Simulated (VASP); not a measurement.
# MgF2 (P4_2/mnm) in VASP: notebook

MgF2 is run at these levels: PBE; tasks: single point, relaxation of cell and atoms.

All numbers are computed with VASP 6.6.1; they aren't measurements. Logs are shortened: lines on timing, memory, paths and dates and some standing lists are left out, and cuts for length are marked.

## (1) The cell of the first run

It takes space group P4_2/mnm (No. 136, tetragonal). Conventional cell: a = 4.698 Å, b = 4.698 Å, c = 3.093 Å, α = 90.00°, β = 90.00°, γ = 90.00°. Within 2.7 Å of Mg (site symmetry mmm) lie 6 F at 2.02 Å. F (site symmetry m2m) has 3 Mg at 2.02 Å and 1 F at 2.61 Å within 2.7 Å.

## (2) Single point, PBE

Contents of INCAR:

```
SYSTEM = MgF2
PREC = Accurate
ENCUT = 600
EDIFF = 1E-6
ISMEAR = 0
SIGMA = 0.02
LREAL = .False.
LASPH = .True.
NELM = 120
ALGO = Normal
ISIF = 2
LWAVE = .False.
LCHARG = .True.
GGA = PE
LELF = .True.
LVHAR = .True.
NBANDS = 25
GGA_COMPAT = .False.
```

Contents of KPOINTS:

```
regular mesh
0
Gamma
  6 6 8
  0 0 0
```

Contents of POSCAR:

```
MgF2
1.0
    4.6978727317      0.0000000000      0.0000000000
    0.0000000000      4.6978727317      0.0000000000
    0.0000000000      0.0000000000      3.0925789171
Mg F
2 4
Direct
    0.0000000000      0.0000000000      0.0000000000
    0.5000000000      0.5000000000      0.5000000000
    0.3035692820      0.3035692820      0.0000000000
    0.1964307180      0.8035692820      0.5000000000
    0.6964307180      0.6964307180      0.0000000000
    0.8035692820      0.1964307180      0.5000000000
```

Potentials or basis: VASP PAW PBE potentials, release 64 (Mg, F).

Run with:

```sh
$ cat potpaw_PBE.64/Mg/POTCAR potpaw_PBE.64/F/POTCAR > POTCAR
$ mpirun -np 1 vasp_std > vasp.out
```

OUTCAR:

```text
SYSTEM = MgF2
   PREC = Accurate
   ENCUT = 600
   EDIFF = 1E-6
   ISMEAR = 0
   LREAL = .False.
   LASPH = .True.
   NELM = 120
   ISIF = 2
   GGA = PE

 ion  position               nearest neighbor table
   1  0.000  0.000  0.000-   3 2.02   5 2.02   4 2.02   6 2.02   4 2.02   6 2.02
   2  0.500  0.500  0.500-   4 2.02   6 2.02   5 2.02   3 2.02   3 2.02   5 2.02
   3  0.304  0.304  0.000-   1 2.02   2 2.02   2 2.02
   4  0.196  0.804  0.500-   2 2.02   1 2.02   1 2.02
   5  0.696  0.696  0.000-   1 2.02   2 2.02   2 2.02
   6  0.804  0.196  0.500-   2 2.02   1 2.02   1 2.02

  LATTYP: Found a simple tetragonal cell.
 ALAT       =     4.6978727317
 C/A-ratio  =     0.6582934647

  Lattice vectors:

 A1 = (   4.6978727317,   0.0000000000,   0.0000000000)
 A2 = (   0.0000000000,   4.6978727317,   0.0000000000)
 A3 = (   0.0000000000,   0.0000000000,   3.0925789171)

Analysis of symmetry for initial positions (statically):
=====================================================================
 Subroutine PRICEL returns:
 Original cell was already a primitive cell.

 Routine SETGRP: Setting up the symmetry group for a
 simple tetragonal supercell.

 Subroutine GETGRP returns: Found 16 space group operations
 (whereof  8 operations were pure point group operations)
 out of a pool of 16 trial point group operations.

The static configuration has the point symmetry D_2h.
 The point group associated with its full space group is D_4h.

Analysis of symmetry for dynamics (positions and initial velocities):
=====================================================================
 Subroutine PRICEL returns:
 Original cell was already a primitive cell.

 Routine SETGRP: Setting up the symmetry group for a
 simple tetragonal supercell.

 Subroutine GETGRP returns: Found 16 space group operations
 (whereof  8 operations were pure point group operations)
 out of a pool of 16 trial point group operations.

The dynamic configuration has the point symmetry D_2h.
 The point group associated with its full space group is D_4h.

 Subroutine INISYM returns: Found 16 space group operations
 (whereof  8 operations are pure point group operations),
 and found     1 'primitive' translations

----------------------------------------------------------------------------------------

                                     Primitive cell

[... 99 lines left out ...]
   LREAL  =      F    real-space projection
   EDIFFG = 0.1E-04   stopping-criterion for IOM
   NSW    =      0    number of steps for IOM
   IBRION =     -1    ionic relax: 0-MD 1-quasi-New 2-CG
   NFREE  =      0    steps in history (QN), initial steepest desc. (CG)
   ISIF   =      2    stress and relaxation
   ISYM   =      2    0-nonsym 1-usesym 2-fastsym
   POTIM  = 0.5000    time-step for ionic-motion
   TEBEG  =    0.0;   TEEND  =   0.0 temperature during run
   PSTRESS=    0.0 pullay stress
   NELECT =      32.0000    total number of electrons
   NUPDOWN=      -1.0000    fix difference up-down
   EMIN   =  10.00;   EMAX   =-10.00  energy-range for DOS
   EFERMI =   0.00;   METHOD = LEGACY
   ISMEAR =     0;   SIGMA  =   0.02  broadening in eV -4-tet -1-fermi 0-gaus
   EFERMI_NEDOS =   21; number of points for ismear=-14 and -15
   IALGO  =     38    algorithm
   IMIX   =      4    mixing-type and parameters
     AMIX     =   0.40;   BMIX     =  1.00
     AMIX_MAG =   1.60;   BMIX_MAG =  1.00
  volume/ion in A,a.u.               =      11.38        76.77
  Fermi-wavevector in a.u.,A,eV,Ry     =   1.271795  2.403344 22.006908  1.617462
  Thomas-Fermi vector in A             =   2.404708
   LORBIT       =      0    0 simple, 1 ext, 2 COOP (PROOUT), +10 PAW based schemes
   GGA     = PE    functional components
   LHFCALC =     F    Hartree Fock is set to
   AEXX    =    0.0000 exact exchange contribution
   IVDW    =     0    specifies the selected vdW correction
   LEPSILON=     F    determine dielectric tensor
   LRPA    =     F    only Hartree local field effects (RPA)
 non-spin polarized calculation
 Gauss-broadening in eV      SIGMA  =   0.02
  energy-cutoff  :      600.00
  volume of cell :       68.25
 maximum number of plane-waves:      2308
 NGX is ok and might be reduce to    40
   NGX = 19   NGY = 19   NGZ = 13

 number of electron      31.9999995 magnetization

 Free energy of the ion-electron system (eV)
  ---------------------------------------------------
  ext. energy  EPLUGINS =         0.00000000
  ---------------------------------------------------
  free energy    TOTEN  =       -31.55288081 eV

  energy without entropy =      -31.55288081  energy(sigma->0) =      -31.55288081

 E-fermi :  -1.3958     XC(G=0):  -9.5169

 val. band max:       -1.4792556585   @ k =   0.0000   0.0000   0.0000
 cond. band min:       5.3172252481   @ k =   0.0000   0.0000   0.0000
 fundamental gap:      6.7964809067
 Fermi energy:        -1.3957923299

 k-point     1 :       0.0000    0.0000    0.0000
  band No.  band energies     occupation
      1     -22.0662      2.00000
      2     -21.3433      2.00000
      3     -21.3433      2.00000
      4     -21.2638      2.00000
      5      -5.3887      2.00000
      6      -3.7986      2.00000
[... 661 lines left out ...]
     24      14.2422      0.00000
     25      15.9091      0.00000

 [... further k-points ...]

------------------------ aborting loop because EDIFF is reached ----------------------------------------

  FORCE on cell =-STRESS in cart. coord.  units (eV):
  Direction    XX          YY          ZZ          XY          YZ          ZX
  --------------------------------------------------------------------------------------
  -------------------------------------------------------------------------------------
  Total       -0.4038525     -0.4038525     -0.4448142     -0.0000000      0.0000000      0.0000000
  in kB       -9.4800379     -9.4800379    -10.4415727     -0.0000000      0.0000000      0.0000000
  external PRESSURE =      -9.8005495 kB  Pullay stress =       0.0000000 kB

 VOLUME and BASIS-vectors are now :
 -----------------------------------------------------------------------------
  energy-cutoff  :      600.00
  volume of cell :       68.25
      direct lattice vectors                 reciprocal lattice vectors
     4.697872732  0.000000000  0.000000000     0.212862301  0.000000000  0.000000000
     0.000000000  4.697872732  0.000000000     0.000000000  0.212862301  0.000000000
     0.000000000  0.000000000  3.092578917     0.000000000  0.000000000  0.323354723

 POSITION                                       TOTAL-FORCE (eV/Angst)
 -----------------------------------------------------------------------------------
      0.00000      0.00000      0.00000         0.000000      0.000000      0.000000
      2.34894      2.34894      1.54629         0.000000      0.000000      0.000000
      1.42613      1.42613      0.00000         0.001421      0.001421     -0.000000
      0.92281      3.77507      1.54629        -0.001421      0.001421      0.000000
      3.27174      3.27174      0.00000        -0.001421     -0.001421      0.000000
      3.77507      0.92281      1.54629         0.001421     -0.001421      0.000000
 -----------------------------------------------------------------------------------
    total drift:                                0.000000     -0.000000      0.000000

  FREE ENERGIE OF THE ION-ELECTRON SYSTEM (eV)
  ---------------------------------------------------
  free  energy   TOTEN  =       -31.5528808141 eV

  energy  without entropy=      -31.5528808141  energy(sigma->0) =      -31.55288081
```

It took 42 s on 1 thread of Intel Xeon Platinum 8488C (Sapphire Rapids), shared host; peak memory 0.24 GiB.

What came out:

```
Free energy            : -31.5529 eV
Pressure               : -1.0 GPa
Band gap on the k mesh : 6.80 eV
```

Forces on the atoms (eV/Å):
```
Mg   0.000  0.000  0.000
Mg   0.000  0.000  0.000
F    0.001  0.001  0.000
F   -0.001  0.001  0.000
F   -0.001 -0.001  0.000
F    0.001 -0.001  0.000
```

Stress tensor (GPa, compression positive):
```
-0.95  0.00  0.00
 0.00 -0.95  0.00
 0.00  0.00 -1.04
```

A k mesh can miss the band edges. As with any semilocal functional, this PBE gap is likely too small.

## (3) Relaxation of cell and atoms, PBE

This run uses another cell than the first one, of 10.73 Å³/atom.

Contents of INCAR:

```
SYSTEM = MgF2
PREC = Accurate
ENCUT = 600
EDIFF = 1E-7
ISMEAR = 0
SIGMA = 0.02
LREAL = .FALSE.
LASPH = .TRUE.
NELM = 120
ALGO = Normal
ISIF = 3
LWAVE = .FALSE.
LCHARG = .FALSE.
GGA = PE
IBRION = 2
NSW = 100
EDIFFG = -0.005
GGA_COMPAT = .FALSE.
NELMIN = 4
```

Contents of KPOINTS:

```
regular mesh
0
G
  6 6 8
  0 0 0
```

Contents of POSCAR:

```
MgF2
1.0
    4.6213000000      0.0000000000      0.0000000000
    0.0000000000      4.6213000000      0.0000000000
    0.0000000000      0.0000000000      3.0159000000
Mg F
2 4
Direct
    0.0000000000      0.0000000000      0.0000000000
    0.5000000000      0.5000000000      0.5000000000
    0.3028000000      0.3028000000      0.0000000000
    0.1972000000      0.8028000000      0.5000000000
    0.6972000000      0.6972000000      0.0000000000
    0.8028000000      0.1972000000      0.5000000000
```

Potentials or basis: VASP PAW PBE potentials, release 64 (Mg, F).

Run with:

```sh
$ cat potpaw_PBE.64/Mg/POTCAR potpaw_PBE.64/F/POTCAR > POTCAR
$ mpirun -np 1 vasp_std > vasp.out
```

It took 1.7 min on 1 thread of Intel Xeon Platinum 8488C (Sapphire Rapids), shared host; peak memory 0.24 GiB.

The run converged. Its results:

```yaml
Free_energy: -31.5426 eV
Relaxed_volume: 11.27 Å³/atom
Relaxed_cell: a = 4.684 Å, b = 4.684 Å, c = 3.082 Å, α = 90.00°, β = 90.00°, γ = 90.00°
Space_group_after_relaxing_to_0.1_Å: P4_2/mnm (No. 136)
Energy_gained_by_relaxing: 8.5 meV/atom
Ionic_steps: 5
Pressure_after_relaxing: 0.0 GPa
Band_gap_on_the_k_mesh: 6.86 eV
```

Forces in eV/Å, atoms in the order of the input:
```
Mg   0.000  0.000  0.000
Mg   0.000  0.000  0.000
F   -0.002 -0.002  0.000
F    0.002 -0.002  0.000
F    0.002  0.002  0.000
F   -0.002  0.002  0.000
```

Stress tensor (GPa, compression positive):
```
-0.05  0.00  0.00
 0.00 -0.05  0.00
 0.00  0.00  0.05
```

Step by step:
```csv
step,energy change (eV),largest force (eV/Å),pressure (GPa),volume (Å³)
1,0.0000,0.0530,5.16,64.41
2,-0.0501,0.0644,-0.17,67.68
3,-0.0502,0.0606,0.00,67.56
4,-0.0508,0.0327,-0.01,67.59
5,-0.0511,0.0022,-0.02,67.62
```

Final structure:
```xyz
6
Lattice="4.6841 0.0000 0.0000 0.0000 4.6841 0.0000 0.0000 0.0000 3.0820" Properties=species:S:1:pos:R:3 pbc="T T T"
Mg    0.0000    0.0000    0.0000
Mg    2.3420    2.3420    1.5410
F     1.4212    1.4212    0.0000
F     0.9209    3.7632    1.5410
F     3.2629    3.2629    0.0000
F     3.7632    0.9209    1.5410
```

Levels at points of the mesh, in eV from the valence-band top:
| k point | band 14 | band 15 | band 16 | band 17 | band 18 | band 19 |
| --- | --- | --- | --- | --- | --- | --- |
| (0.00, 0.00, 0.00) | -0.32 | -0.32 | 0.00 | 6.86 | 12.02 | 12.02 |
| (0.50, 0.00, 0.00) | -0.95 | -0.36 | -0.36 | 9.23 | 9.23 | 13.25 |
| (0.50, 0.50, 0.00) | -0.92 | -0.73 | -0.73 | 10.84 | 10.84 | 11.06 |
| (0.00, 0.00, 0.50) | -1.08 | -0.81 | -0.81 | 11.55 | 11.55 | 14.73 |
| (0.50, 0.00, 0.50) | -0.71 | -0.63 | -0.63 | 12.48 | 12.48 | 13.11 |
| (0.50, 0.50, 0.50) | -0.58 | -0.47 | -0.47 | 12.91 | 12.91 | 13.13 |
